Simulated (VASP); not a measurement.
## Zn: single point with PBE

Zn:

```
Zn
1.0
    -1.61655    1.61655    1.61655
     1.61655   -1.61655    1.61655
     1.61655    1.61655   -1.61655
Zn
1
Direct
  0.00000 0.00000 0.00000
```

This cell differs from its parent crystal: volume scaled by 1.10.

* Program: VASP 6.6.1
* Task: single point
* Functional: PBE
* Potentials or basis: VASP PAW PBE potentials, release 64 (Zn)
* Cutoff: 520 eV
* k mesh: 18 × 18 × 18
* Occupations: gaussian, width 0.1 eV
* Spin: no spin polarisation
* Dipole correction: no
* Further INCAR settings: ALGO = Normal; EDIFF = 1e-06; NBANDS = 12

```
Pressure               : -4.6 GPa
Band gap on the k mesh : zero (band 6 reaches 6.51 eV, above the bottom of band 7 at 1.33 eV)
```

Levels at points of the mesh, in eV from the Fermi level:
| k point | band 2 | band 3 | band 4 | band 5 | band 6 | band 7 | band 8 | band 9 | band 10 | band 11 |
| --- | --- | --- | --- | --- | --- | --- | --- | --- | --- | --- |
| (0.00, 0.00, 0.00) | -7.47 | -7.47 | -7.47 | -7.04 | -7.04 | 17.60 | 17.60 | 17.60 | 20.00 | 20.00 |
| (0.50, 0.00, 0.00) | -7.72 | -7.07 | -7.02 | -6.76 | -2.23 | -1.09 | 10.62 | 12.11 | 14.59 | 15.68 |
| (0.50, 0.50, 0.50) | -7.91 | -6.83 | -6.83 | -6.83 | 4.09 | 4.09 | 4.09 | 6.49 | 8.27 | 8.27 |

It took 20 s on 1 thread of Intel Xeon 6975P-C, on a shared host, peak memory 0.17 GiB.
